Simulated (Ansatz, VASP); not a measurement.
# Cr in VASP and in Ansatz

Contents of INCAR:

```
PREC = Accurate
ENCUT = 520
EDIFF = 1E-7
ISMEAR = -1
SIGMA = 0.05
LREAL = False
LASPH = True
NELM = 80
ALGO = Normal
ISIF = 2
LWAVE = False
LCHARG = True
GGA = PE
LELF = True
LVHAR = True
NBANDS = 19
```

Contents of KPOINTS:

```
regular mesh
0
Gamma
  11 11 11
```

POSCAR

```
Cr
1.0
    2.8664408113      0.0000000000      0.0000000000
    0.0000000000      2.8664408113      0.0000000000
    0.0000000000      0.0000000000      2.8664408113
Cr
2
Direct
    0.0000000000      0.0000000000      0.0000000000
    0.5000000000      0.5000000000      0.5000000000
```

Input for Ansatz:

```yaml
crystal:
  lattice:
    - [2.8664408113, 0.0, 0.0]
    - [0.0, 2.8664408113, 0.0]
    - [0.0, 0.0, 2.8664408113]
  atoms:
    - { symbol: Cr, position: [0.0, 0.0, 0.0] }
    - { symbol: Cr, position: [0.5, 0.5, 0.5] }
kpoints:
  mp_grid: { grid: [11, 11, 11] }
scf:
  occupations: { method: fermi_dirac, width: 0.05 }
  lower_state_search: "off"
hamiltonian:
  xc: pbe
  pseudopotentials: { kind: paw }
output:
  forces: true
  stress: true
  eigenvalues: true
  write_density: true
  write_potential: true
  elf: true
  volumetric_format: npy
```

Change from the starting cell: volume scaled by 0.9, no spin polarisation, PAW files.

Alike in both runs: task single point; functional PBE; k mesh 11 × 11 × 11; occupations fermi-dirac, width 0.05 eV; no spin polarisation.

|  | VASP | Ansatz |
| --- | --- | --- |
| version | VASP 6.6.1 | Ansatz 0.2.0 |
| potentials or method | VASP PAW PBE potentials, release 64 (Cr_pv) | PAW with Ansatz's default frozen-core files, scalar-relativistic |
| plane-wave cutoff (eV) | 520 | 420 |
| valence electrons in the cell | 24 | 28 |

|  | VASP | Ansatz | Ansatz less VASP |
| --- | --- | --- | --- |
| pressure (GPa) | -5.3 | -4.9 | +0.46 |

VASP's potentials hold 24 valence electrons a cell and Ansatz's 28, so a difference there can come from the potentials and not from the codes.
